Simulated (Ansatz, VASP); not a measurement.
This is a calculation of Au for Ansatz 0.2.0.

File input.yaml:

```yaml
crystal:
  lattice:
    - [2.8341352242, 0.0, 0.0]
    - [-0.0130411464, 2.838856819, 0.0]
    - [-1.1454275711, -1.1932615928, 4.9566243481]
  atoms:
    - { symbol: Au, position: [0.672862, 0.665962, 0.274055] }
    - { symbol: Au, position: [0.327138, 0.334038, 0.725945] }
hamiltonian:
  xc: r2scan
  pseudopotentials: { kind: paw }
kpoints:
  mp_grid: { grid: [10, 10, 6] }
scf:
  occupations: { method: fermi_dirac, width: 0.05 }
output:
  forces: true
  stress: true
  eigenvalues: true
```

Potentials or basis: Ansatz PAW.

Command:

```bash
$ ansatz run input.yaml --threads 2 --pin off --max-ram 5632MiB --backend cpu --events-out ev --progress --plain --runs-dir out
```

Q: Translate it to VASP 6.6.1. Potentials there: VASP PAW PBE potentials, release 64 (Au).

A: As run (the cutoff follows the program's own potentials):

POSCAR

```
Au
1.0
    2.8341352242      0.0000000000      0.0000000000
   -0.0130411464      2.8388568190      0.0000000000
   -1.1454275711     -1.1932615928      4.9566243481
Au
2
Direct
    0.6728620000      0.6659620000      0.2740550000
    0.3271380000      0.3340380000      0.7259450000
```

Contents of INCAR.step1:

```
SYSTEM = Au
PREC = Accurate
ENCUT = 520
ISMEAR = -1
SIGMA = 0.05
LREAL = .False.
LASPH = .True.
NELM = 100
NBANDS = 18
GGA = PE
ALGO = Normal
EDIFF = 1E-4
LWAVE = .True.
LCHARG = .False.
```

INCAR.step2

```
SYSTEM = Au
PREC = Accurate
ENCUT = 520
EDIFF = 1E-6
ISMEAR = -1
SIGMA = 0.05
LREAL = .False.
LASPH = .True.
NELM = 100
ALGO = Normal
ISIF = 2
LWAVE = .False.
LCHARG = .False.
METAGGA = R2SCAN
LMIXTAU = .True.
NBANDS = 18
ISTART = 1
```

The input KPOINTS:

```
Automatic mesh
0
Gamma
  10 10 6
  0 0 0
```

Potentials or basis: VASP PAW PBE potentials, release 64 (Au).

Launch:

```sh
$ cat potpaw_PBE.64/Au/POTCAR > POTCAR
$ cp INCAR.step1 INCAR
$ mpirun -np 1 vasp_std > vasp.out
$ cp INCAR.step2 INCAR
$ mpirun -np 1 vasp_std > vasp.out
```

Both were run:

|  | VASP | Ansatz | Ansatz less VASP |
| --- | --- | --- | --- |
| gap on the k mesh at the Fermi level (eV) | none | none | - |
| pressure (GPa) | -6.0 | -6.2 | -0.20 |
| traceless stress, the component that is largest in VASP (GPa) | 1.54 | 1.56 | +0.023 |
| rms of the force components (eV/Å) | 0.034 | 0.033 | -0.0014 |

VASP's potentials were made for PBE, not for r2SCAN. Atom by atom the forces differ by 0.001 eV/Å (rms over components). A gap of «none» marks a metal or a gap that the smearing closes. With one functional, cell and mesh, what is left measures potentials, basis and numerics. VASP's potentials hold 22 valence electrons a cell and Ansatz's 38, so a difference there can come from the potentials and not from the codes.

Spin-orbit coupling is off throughout.
